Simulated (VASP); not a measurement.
Ir, 2 atoms in the cell. Symmetry: Fd-3m, No. 227, cubic system. Conventional cell: a = 5.534 Å, b = 5.534 Å, c = 5.534 Å, α = 90.00°, β = 90.00°, γ = 90.00°. Within 3.2 Å of Ir (site symmetry -43m) lie 4 Ir at 2.40 Å. 

```yaml
Program: VASP 6.6.1
Task: single point
Functional: PBE
Potentials_or_basis: VASP PAW PBE potentials, release 64 (Ir)
Cutoff: 520 eV
k_mesh: 12 × 12 × 12
Occupations: fermi-dirac, width 0.0612256 eV
Spin: no spin polarisation
Dipole_correction: no
Further_INCAR_settings: ALGO = Normal; EDIFF = 1e-07; NBANDS = 16
```

Potentials or basis: VASP PAW PBE potentials, release 64 (Ir).

Run with:

```console
$ cat potpaw_PBE.64/Ir/POTCAR > POTCAR
$ mpirun -np 1 vasp_std > vasp.out
```

Hardware: 1 thread of Intel Xeon 6975P-C (shared host).

Task: Estimate the wall time of this run.

Result: It took 57 s on 1 thread of Intel Xeon 6975P-C (shared host), peak memory 0.19 GiB. Counts: scf iterations 13, k points 72.
